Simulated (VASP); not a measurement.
Li:

```
Li
1.0
    -1.75465    1.75465    1.75465
     1.75465   -1.75465    1.75465
     1.75465    1.75465   -1.75465
Li
1
Direct
  0.00000 0.00000 0.00000
```

```yaml
Program: VASP 6.6.1
Task: relaxation of cell and atoms
Functional: BLYP
Dispersion: D4
Potentials_or_basis: VASP PAW PBE potentials, release 64 (Li_sv)
Cutoff: 600 eV
k_mesh: 11 × 11 × 11
Occupations: fermi-dirac, width 0.05 eV
Spin: no spin polarisation
```

At the start: pressure -1.2 GPa; volume 21.61 Å³/atom.

**Question.** How do energy, volume and symmetry change on relaxing?

**Answer.** Over 3 steps the energy falls by 8.8 meV/atom and the volume is 19.58 Å³/atom (-9.4 %); space group Im-3m (No. 229, to 0.05 Å).

Step by step:
```csv
step,energy change (eV),largest force (eV/Å),pressure (GPa),volume (Å³)
1,0.0000,0.0000,-1.24,21.61
2,-0.0036,0.0000,-1.00,21.09
3,-0.0088,0.0000,-0.10,19.58
```

Final structure:
```xyz
1
Lattice="-1.6980 1.6980 1.6980 1.6980 -1.6980 1.6980 1.6980 1.6980 -1.6980" Properties=species:S:1:pos:R:3 pbc="T T T"
Li    0.0000    0.0000    0.0000
```

The cell as given is a measured one (21.61 Å³/atom); BLYP+D4 puts the equilibrium volume -9.4 % from it, thermal expansion not counted.

Caveat: the cutoff is under 1.25 times the usual one of these potentials, so pressure, stress and relaxed cells hold a basis-set (Pulay) error; the PAW data sets were made with another functional, which shifts forces and pressure a little; pairwise dispersion overbinds metals, which lowers pressure and volume.
